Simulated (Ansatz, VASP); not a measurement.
# One calculation of Ti3Al, two programs

```xyz
4
Lattice="2.8958 0.0000 0.0000 -1.4479 2.5078 0.0000 0.0000 0.0000 9.1394" Properties=species:S:1:pos:R:3 pbc="T T T"
Ti    1.4479    0.8359    0.0000
Ti    0.0000    1.6719    6.9153
Ti    0.0000    1.6719    2.2741
Al    1.4479    0.8359    4.5697
```

Alike in both runs: task single point; functional PBEsol; k mesh 18 × 18 × 6; occupations gaussian, width 0.15 eV; no spin polarisation.

```csv
,VASP,Ansatz
version,VASP 6.6.1,Ansatz 0.2.0
potentials or method,"VASP PAW PBE potentials, release 64 (Ti_sv, Al), cutoff 520 eV","scalar-relativistic, plane waves, PAW"
valence electrons in the cell,39,39
```

|  | VASP | Ansatz | Ansatz less VASP |
| --- | --- | --- | --- |
| gap on the k mesh at the Fermi level (eV) | none | none | - |
| pressure (GPa) | -0.1 | 0.2 | +0.24 |
| traceless stress, the component that is largest in VASP (GPa) | -0.09 | -0.13 | -0.046 |
| rms of the force components (eV/Å) | 0.122 | 0.126 | +0.0038 |

VASP's potentials were made for PBE, not for PBEsol. Atom by atom the forces differ by 0.006 eV/Å (rms over components). A gap of «none» marks a metal or a gap that the smearing closes.
